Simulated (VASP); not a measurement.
Input of a VASP 6.6.1 run:

Contents of INCAR:

```
PREC     = Accurate       # precision mode
ENCUT    = 520            # plane-wave cutoff, eV
EDIFF    = 1E-6           # SCF threshold, eV
ISMEAR   = -1             # smearing method
SIGMA    = 0.1            # smearing width, eV
LREAL    = F              # projectors in reciprocal space
LASPH    = T              # aspherical terms in the spheres
NELM     = 100            # most SCF steps
ALGO     = Normal         # electronic algorithm
ISIF     = 2              # what is computed and relaxed
LWAVE    = F              # write WAVECAR
LCHARG   = F              # write CHGCAR
GGA      = B5             # functional
ALDAX    = 1.0          
AGGAX    = 1.0          
AGGAC    = 1.0          
ALDAC    = 0.0          
NBANDS   = 20             # bands
```

File KPOINTS:

```
regular mesh
0
Gamma
  6 6 8
```

File POSCAR:

```
K
1.0
    7.5221144494      0.0000000000      0.0000000000
   -3.7610572247      6.5143422034      0.0000000000
    0.0000000000      0.0000000000      4.5010791162
K
3
Direct
    0.0000000000      0.0000000000      1.0000000000
    0.3333333333      0.6666666667      0.5000000000
    0.6666666667      0.3333333333      0.5000000000
```

Potentials or basis: VASP PAW PBE potentials, release 64 (K_sv).

The run is started by

```console
$ cat potpaw_PBE.64/K_sv/POTCAR > POTCAR
$ mpirun -np 1 vasp_std > vasp.out
```

Problem. What does it give for the pressure?

Solution. 0.1 GPa.

Problem. What does it give for the band gap on the k mesh?

Solution. Zero (an odd number of electrons rules out a gap without spin polarisation).

Caveat: the PAW data sets were made with another functional, which shifts forces and pressure a little.
